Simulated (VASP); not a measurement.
# Au in VASP: single point with PBEsol

Aim: the single point of Au with PBEsol.

All numbers are computed with VASP 6.6.1; they aren't measurements. Logs are shortened: lines on timing, memory, paths and dates and some standing lists are left out, and cuts for length are marked.

**1. The cell of the first run**

The cell holds a slab with vacuum, 4 atoms: a = 2.888 Å, b = 2.888 Å, c = 23.073 Å, α = 90.00°, β = 90.00°, γ = 120.00°.

**2. Single point, PBEsol**

POSCAR

```
Au
1.0
    2.8875949632      0.0000000000      0.0000000000
   -1.4437974816      2.5007305940      0.0000000000
    0.0000000000      0.0000000000     23.0731000000
Au
4
Direct
    0.0000000000      0.0000000000      0.3467233652
    0.3333333340      0.6666666660      0.4489077880
    0.6666666670      0.3333333330      0.5510922114
    0.0000000000      0.0000000000      0.6532766348
```

INCAR.step1

```
SYSTEM = Au
  PREC = Accurate
  ENCUT = 520
  EDIFF = 1E-6
  ISMEAR = -1
  SIGMA = 0.05
  LREAL = .False.
  LASPH = .True.
  NELM = 60
  ALGO = Normal
  ISIF = 2
  LWAVE = .False.
  LCHARG = .True.
  LMAXMIX = 4
  LDIPOL = .True.
  IDIPOL = 3
  DIPOL = 0.5 0.5 0.500
  GGA = PS
  NBANDS = 30
```

KPOINTS.step1

```
Automatic mesh
0
Gamma
  14 14 1
  0 0 0
```

INCAR.step2

```
SYSTEM = Au
  PREC = Accurate
  ENCUT = 520
  EDIFF = 1E-6
  ISMEAR = -5
  SIGMA = 0.05
  LREAL = .False.
  LASPH = .True.
  NELM = 60
  ALGO = Normal
  ISIF = 2
  LWAVE = .False.
  LCHARG = .False.
  LMAXMIX = 4
  LDIPOL = .True.
  IDIPOL = 3
  DIPOL = 0.5 0.5 0.500
  GGA = PS
  LORBIT = 11
  NEDOS = 1001
  ICHARG = 11
```

KPOINTS.step2

```
Automatic mesh
0
Gamma
  21 21 1
  0 0 0
```

Potentials or basis: VASP PAW PBE potentials, release 64 (Au).

On the command line:

```bash
$ cat potpaw_PBE.64/Au/POTCAR > POTCAR
$ cp INCAR.step1 INCAR
$ cp KPOINTS.step1 KPOINTS
$ mpirun -np 1 vasp_std > vasp.out
$ cp INCAR.step2 INCAR
$ cp KPOINTS.step2 KPOINTS
$ mpirun -np 1 vasp_std > vasp.out
```

OUTCAR:

```text
SYSTEM = Au
   PREC = Accurate
   ENCUT = 520
   EDIFF = 1E-6
   ISMEAR = -5
   LREAL = .False.
   LASPH = .True.
   NELM = 60
   ISIF = 2
   GGA = PS
   LORBIT = 11
   ICHARG = 11

 ion  position               nearest neighbor table
   1  0.000  0.000  0.347-   2 2.89   2 2.89   2 2.89
   2  0.333  0.667  0.449-   1 2.89   1 2.89   1 2.89   3 2.89   3 2.89   3 2.89
   3  0.667  0.333  0.551-   2 2.89   4 2.89   2 2.89   4 2.89   2 2.89   4 2.89
   4  0.000  0.000  0.653-   3 2.89   3 2.89   3 2.89

  LATTYP: Found a hexagonal cell.
 ALAT       =     2.8875949632
 C/A-ratio  =     7.9904211962

  Lattice vectors:

 A1 = (   2.8875949632,   0.0000000000,   0.0000000000)
 A2 = (  -1.4437974816,   2.5007305940,   0.0000000000)
 A3 = (   0.0000000000,   0.0000000000,  23.0731000000)

Analysis of symmetry for initial positions (statically):
=====================================================================
 Subroutine PRICEL returns:
 Original cell was already a primitive cell.

 Routine SETGRP: Setting up the symmetry group for a
 hexagonal supercell.

 Subroutine GETGRP returns: Found 12 space group operations
 (whereof 12 operations were pure point group operations)
 out of a pool of 24 trial point group operations.

The static configuration has the point symmetry D_3d.

Analysis of symmetry for dynamics (positions and initial velocities):
=====================================================================
 Subroutine PRICEL returns:
 Original cell was already a primitive cell.

 Routine SETGRP: Setting up the symmetry group for a
 hexagonal supercell.

 Subroutine GETGRP returns: Found 12 space group operations
 (whereof 12 operations were pure point group operations)
 out of a pool of 24 trial point group operations.

The dynamic configuration has the point symmetry D_3d.

 Subroutine INISYM returns: Found 12 space group operations
 (whereof 12 operations are pure point group operations),
 and found     1 'primitive' translations

----------------------------------------------------------------------------------------

                                     Primitive cell

  volume of cell :     166.6131

  direct lattice vectors                    reciprocal lattice vectors
     2.887594963  0.000000000  0.000000000     0.346308957  0.199941570  0.000000000
    -1.443797482  2.500730594  0.000000000     0.000000000  0.399883139  0.000000000
     0.000000000  0.000000000 23.073100000     0.000000000  0.000000000  0.043340513

  length of vectors
     2.887594963  2.887594963 23.073100000     0.399883139  0.399883139  0.043340513

  position of ions in fractional coordinates (direct lattice)
     0.000000000  0.000000000  0.346723365
     0.333333334  0.666666666  0.448907788
     0.666666667  0.333333333  0.551092211
     0.000000000  0.000000000  0.653276635

  ion indices of the primitive-cell ions
   primitive index   ion index
                 1           1
                 2           2
                 3           3
                 4           4

----------------------------------------------------------------------------------------

 KPOINTS: Automatic mesh

Automatic generation of k-mesh.
 Grid dimensions read from file:
 generate k-points for:   21   21    1

 Generating k-lattice:

  Cartesian coordinates                     Fractional coordinates (reciprocal lattice)
     0.016490903  0.009521027  0.000000000     0.047619048 -0.000000000  0.000000000
     0.000000000  0.019042054  0.000000000     0.000000000  0.047619048  0.000000000
     0.000000000  0.000000000  0.043340513     0.000000000  0.000000000  1.000000000

  Length of vectors
     0.019042054  0.019042054  0.043340513

  Shift w.r.t. Gamma in fractional coordinates (k-lattice)
     0.000000000  0.000000000  0.000000000

 TETIRR: Found    229 inequivalent tetrahedra from     2646

 Subroutine IBZKPT returns following result:
 ===========================================

 Found     48 irreducible k-points:

 Following reciprocal coordinates:
            Coordinates               Weight
  0.000000  0.000000  0.000000      1.000000
  0.047619 -0.000000  0.000000      6.000000
  0.095238 -0.000000  0.000000      6.000000
  0.142857 -0.000000  0.000000      6.000000
  0.190476 -0.000000  0.000000      6.000000
  0.238095 -0.000000  0.000000      6.000000
[... 16 lines left out ...]
  0.142857  0.095238  0.000000     12.000000
  0.190476  0.095238  0.000000     12.000000
 [... further k-points ...]
   k-points           NKPTS =     48   k-points in BZ     NKDIM =     48   number of bands    NBANDS=     26
   number of dos      NEDOS =   1001   number of ions     NIONS =      4
   total plane-waves  NPLWV = 103680
   dimension x,y,z NGX =    24 NGY =   24 NGZ =  180
   dimension x,y,z NGXF=    48 NGYF=   48 NGZF=  360
   ions per type =               4
   NGX,Y,Z   is equivalent  to a cutoff of  13.82, 13.82, 12.97 a.u.
   NGXF,Y,Z  is equivalent  to a cutoff of  27.63, 27.63, 25.94 a.u.
 SYSTEM =  Au
   PREC   = accura    normal or accurate (medium, high low for compatibility)
   ISTART =      0    job   : 0-new  1-cont  2-samecut
   ICHARG =     11    charge: 1-file 2-atom 10-const
   ISPIN  =      1    spin polarized calculation?
   LNONCOLLINEAR =      F non collinear calculations
   LSORBIT =      F    spin-orbit coupling
   LASPH  =      T    aspherical Exc in radial PAW
   ENCUT  =  520.0 eV  38.22 Ry    6.18 a.u.   5.37  5.37 42.90*2*pi/ulx,y,z
   NELM   =     60;   NELMIN=  2; NELMDL=  0     # of ELM steps
   EDIFF  = 0.1E-05   stopping-criterion for ELM
   LREAL  =      F    real-space projection
   EDIFFG = 0.1E-04   stopping-criterion for IOM
   NSW    =      0    number of steps for IOM
   IBRION =     -1    ionic relax: 0-MD 1-quasi-New 2-CG
   NFREE  =      0    steps in history (QN), initial steepest desc. (CG)
   ISIF   =      2    stress and relaxation
   ISYM   =      2    0-nonsym 1-usesym 2-fastsym
   POTIM  = 0.5000    time-step for ionic-motion
   TEBEG  =    0.0;   TEEND  =   0.0 temperature during run
   PSTRESS=    0.0 pullay stress
   NELECT =      44.0000    total number of electrons
   NUPDOWN=      -1.0000    fix difference up-down
   EMIN   =  10.00;   EMAX   =-10.00  energy-range for DOS
   EFERMI =   0.00;   METHOD = LEGACY
   ISMEAR =    -5;   SIGMA  =   0.05  broadening in eV -4-tet -1-fermi 0-gaus
   EFERMI_NEDOS =   21; number of points for ismear=-14 and -15
   IALGO  =     38    algorithm
   IMIX   =      4    mixing-type and parameters
     AMIX     =   0.40;   BMIX     =  1.00
     AMIX_MAG =   1.60;   BMIX_MAG =  1.00
  volume/ion in A,a.u.               =      41.65       281.09
  Fermi-wavevector in a.u.,A,eV,Ry     =   1.050323  1.984822 15.009640  1.103177
  Thomas-Fermi vector in A             =   2.185321
   LORBIT       =     11    0 simple, 1 ext, 2 COOP (PROOUT), +10 PAW based schemes
   GGA     = PS    functional components
   LHFCALC =     F    Hartree Fock is set to
   AEXX    =    0.0000 exact exchange contribution
   IVDW    =     0    specifies the selected vdW correction
   LEPSILON=     F    determine dielectric tensor
   LRPA    =     F    only Hartree local field effects (RPA)
 non-spin polarized calculation
 Fermi weights with tetrahedron method with Bloechl corrections
  energy-cutoff  :      520.00
  volume of cell :      166.61
 maximum number of plane-waves:      4549
 NGX is ok and might be reduce to    24

 number of electron      44.0000007 magnetization

 dipolmoment           0.000000      0.000000     -0.000000 electrons x Angstroem

 Free energy of the ion-electron system (eV)
  ---------------------------------------------------
  ext. energy  EPLUGINS =         0.00000000
  ---------------------------------------------------
  free energy    TOTEN  =       -14.80851883 eV

  energy without entropy =      -14.80851883  energy(sigma->0) =      -14.80851883

 E-fermi :   0.6452     XC(G=0):  -5.9629

 val. band max:        0.5897871453   @ k =   0.0952   0.0952   0.0000
 cond. band min:       0.6245254314   @ k =   0.3810  -0.0000   0.0000
 fundamental gap:      0.0347382861
 Fermi energy:         0.6452286620

 k-point     1 :       0.0000    0.0000    0.0000
  band No.  band energies     occupation
      1      -8.7440      2.00000
      2      -7.5843      2.00000
      3      -6.5529      2.00000
      4      -6.4743      2.00000
      5      -3.9904      2.00000
      6      -3.8707      2.00000
[... 18 lines left out ...]
     25       0.7671      0.00000
     26       5.3501      0.00000

 k-point     2 :       0.0476   -0.0000    0.0000
  band No.  band energies     occupation
      1      -8.6742      2.00000
      2      -7.5157      2.00000
      3      -6.4839      2.00000
      4      -6.4125      2.00000
      5      -4.0014      2.00000
      6      -3.9759      2.00000
[... 18 lines left out ...]
     25       0.9923      0.00000
     26       5.3858      0.00000

 k-point     3 :       0.0952   -0.0000    0.0000
  band No.  band energies     occupation
      1      -8.4688      2.00000
      2      -7.3158      2.00000
      3      -6.2847      2.00000
      4      -6.2339      2.00000
      5      -4.1515      2.00000
      6      -4.0515      2.00000
[... 18 lines left out ...]
     25       1.5376      0.00000
     26       5.4935      0.00000

 k-point     4 :       0.1429   -0.0000    0.0000
  band No.  band energies     occupation
      1      -8.1401      2.00000
      2      -7.0052      2.00000
      3      -5.9934      2.00000
      4      -5.9535      2.00000
      5      -4.3488      2.00000
      6      -4.1726      2.00000
[... 18 lines left out ...]
     25       2.2409      0.00000
     26       5.6760      0.00000

 k-point     5 :       0.1905   -0.0000    0.0000
  band No.  band energies     occupation
      1      -7.7138      2.00000
      2      -6.6302      2.00000
      3      -5.7126      2.00000
      4      -5.5950      2.00000
      5      -4.5832      2.00000
      6      -4.2987      2.00000
[... 18 lines left out ...]
     25       3.0227      0.00000
     26       5.9405      0.00000

 k-point     6 :       0.2381   -0.0000    0.0000
  band No.  band energies     occupation
      1      -7.2370      2.00000
      2      -6.2771      2.00000
      3      -5.5460      2.00000
      4      -5.2904      2.00000
      5      -4.8458      2.00000
      6      -4.3674      2.00000
[... 427 lines left out ...]
 k-point    21 :       0.4762    0.0476    0.0000
  band No.  band energies     occupation
      1      -6.2206      2.00000
      2      -6.0549      2.00000
      3      -5.7477      2.00000
      4      -5.5039      2.00000
      5      -5.4403      2.00000
      6      -4.8645      2.00000
[... 18 lines left out ...]
     25       4.2125      0.00000
     26       4.6094      0.00000

 k-point    22 :       0.0952    0.0952    0.0000
  band No.  band energies     occupation
      1      -7.9481      2.00000
      2      -6.8262      2.00000
      3      -5.8086      2.00000
      4      -5.8032      2.00000
      5      -4.3927      2.00000
      6      -4.2963      2.00000
[... 18 lines left out ...]
     25       2.6050      0.00000
     26       5.7882      0.00000

 k-point    23 :       0.1429    0.0952    0.0000
  band No.  band energies     occupation
      1      -7.5297      2.00000
      2      -6.4626      2.00000
      3      -5.5254      2.00000
      4      -5.4494      2.00000
      5      -4.5648      2.00000
      6      -4.4507      2.00000
[... 18 lines left out ...]
     25       3.3351      0.00000
     26       6.0582      0.00000

 k-point    24 :       0.1905    0.0952    0.0000
  band No.  band energies     occupation
      1      -7.0568      2.00000
      2      -6.1151      2.00000
      3      -5.3545      2.00000
      4      -5.1237      2.00000
      5      -4.7941      2.00000
      6      -4.5009      2.00000
[... 18 lines left out ...]
     25       4.1223      0.00000
     26       6.4218      0.00000

 [... further k-points ...]

------------------------ aborting loop because EDIFF is reached ----------------------------------------

 vacuum level on the upper side and lower side of the slab       (xc-potential included)        -0.008        -0.008

  FORCE on cell =-STRESS in cart. coord.  units (eV):
  Direction    XX          YY          ZZ          XY          YZ          ZX
  --------------------------------------------------------------------------------------
  -------------------------------------------------------------------------------------
  Total       -3.0701173     -3.0701173     -0.4605334      0.0000000      0.0000000      0.0000000
  in kB      -29.5227237    -29.5227237     -4.4285606      0.0000000      0.0000000      0.0000000
  external PRESSURE =     -21.1580026 kB  Pullay stress =       0.0000000 kB

 VOLUME and BASIS-vectors are now :
 -----------------------------------------------------------------------------
  energy-cutoff  :      520.00
  volume of cell :      166.61
      direct lattice vectors                 reciprocal lattice vectors
     2.887594963  0.000000000  0.000000000     0.346308957  0.199941570  0.000000000
    -1.443797482  2.500730594  0.000000000     0.000000000  0.399883139  0.000000000
     0.000000000  0.000000000 23.073100000     0.000000000  0.000000000  0.043340513

 POSITION                                       TOTAL-FORCE (eV/Angst)
 -----------------------------------------------------------------------------------
      0.00000      0.00000      7.99998        -0.000000      0.000000     -0.037415
      0.00000      1.66715     10.35769        -0.000000      0.000000      0.150466
      1.44380      0.83358     12.71541         0.000000     -0.000000     -0.150466
      0.00000      0.00000     15.07312        -0.000000     -0.000000      0.037415
 -----------------------------------------------------------------------------------
    total drift:                                0.000001     -0.000001     -0.000010

  FREE ENERGIE OF THE ION-ELECTRON SYSTEM (eV)
  ---------------------------------------------------
  free  energy   TOTEN  =       -14.8085188321 eV

  energy  without entropy=      -14.8085188321  energy(sigma->0) =      -14.80851883

 vacuum level on the upper side and lower side of the slab         5.890         5.890

 total charge

# of ion       s       p       d       tot
------------------------------------------
    1        0.555   0.276   8.752   9.583
    2        0.527   0.347   8.756   9.631
    3        0.527   0.347   8.756   9.631
    4        0.555   0.276   8.752   9.583
--------------------------------------------------
tot          2.165   1.246  35.017  38.428
```

It took 8.2 min on 1 thread of Intel Xeon 8259CL, shared host; peak memory 0.38 GiB.

What came out:

| Property | Result |
| --- | --- |
| Valence electrons inside the program's atomic spheres | Au 9.58, 9.63 (each value once) |

Caveat: the PAW data sets were made with another functional, which shifts forces and pressure a little; spin-orbit coupling is left out, which moves the levels of the heavy elements; tetrahedron occupations give inexact forces and stress in metals.
